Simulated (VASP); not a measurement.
**Ge: relaxation of cell and atoms with LDA**

Ge:

```
Ge
1.0
     0.00000    2.82900    2.82900
     2.82900    0.00000    2.82900
     2.82900    2.82900    0.00000
Ge
2
Direct
  0.00000 0.00000 0.00000
  0.25000 0.25000 0.25000
```

```yaml
Program: VASP 6.6.1
Task: relaxation of cell and atoms
Functional: LDA
Potentials_or_basis: VASP PAW LDA potentials, release 64 (Ge_d)
Cutoff: 600 eV
k_mesh: 10 × 10 × 10
Occupations: gaussian, width 0.01 eV
Spin: no spin polarisation
Dipole_correction: no
Further_INCAR_settings: ALGO = Normal; EDIFF = 1e-06; IBRION = 2; EDIFFG = -0.003; NSW = 80; ISIF = 3
```

```yaml
Relaxed_volume: 22.24 Å³/atom
Relaxed_cell: a = 3.977 Å, b = 3.977 Å, c = 3.977 Å, α = 60.00°, β = 60.00°, γ = 60.00°
Space_group_after_relaxing_to_0.05_Å: Fd-3m (No. 227)
Energy_gained_by_relaxing: 1.4 meV/atom
Ionic_steps: 6
Pressure_after_relaxing: 0.0 GPa
Band_gap_on_the_k_mesh: 0.02 eV, direct
```

Step by step:
```tsv
step	energy change (eV)	largest force (eV/Å)	pressure (GPa)	volume (Å³)
1	0.0000	0.0000	-1.18	45.28
2	-0.0024	0.0000	0.32	44.20
3	-0.0029	0.0000	-0.06	44.49
4	-0.0029	0.0000	0.16	44.44
5	-0.0029	0.0000	-0.03	44.47
6	-0.0029	0.0000	0.00	44.47
```

Final structure:
```
Ge
1.0
     0.00000    2.81200    2.81200
     2.81200    0.00000    2.81200
     2.81200    2.81200    0.00000
Ge
2
Direct
  0.00000 0.00000 0.00000
  0.25000 0.25000 0.25000
```

Levels at points of the mesh, in eV from the valence-band top:
| k point | band 10 | band 11 | band 12 | band 13 | band 14 | band 15 | band 16 | band 17 | band 18 |
| --- | --- | --- | --- | --- | --- | --- | --- | --- | --- |
| (0.00, 0.00, 0.00) | -24.69 | -12.94 | 0.00 | 0.00 | 0.00 | 0.02 | 2.53 | 2.53 | 2.53 |
| (0.50, 0.00, 0.00) | -24.66 | -10.81 | -7.72 | -1.43 | -1.43 | 0.12 | 3.73 | 3.73 | 6.98 |
| (0.50, 0.50, 0.00) | -24.65 | -8.99 | -8.99 | -3.14 | -3.14 | 0.64 | 0.64 | 9.56 | 9.56 |

It took 40 s on 1 thread of Intel(R) Xeon(R) 6975P-C (Granite Rapids), with other jobs on the host, peak memory 0.17 GiB.

A k mesh can miss the band edges.
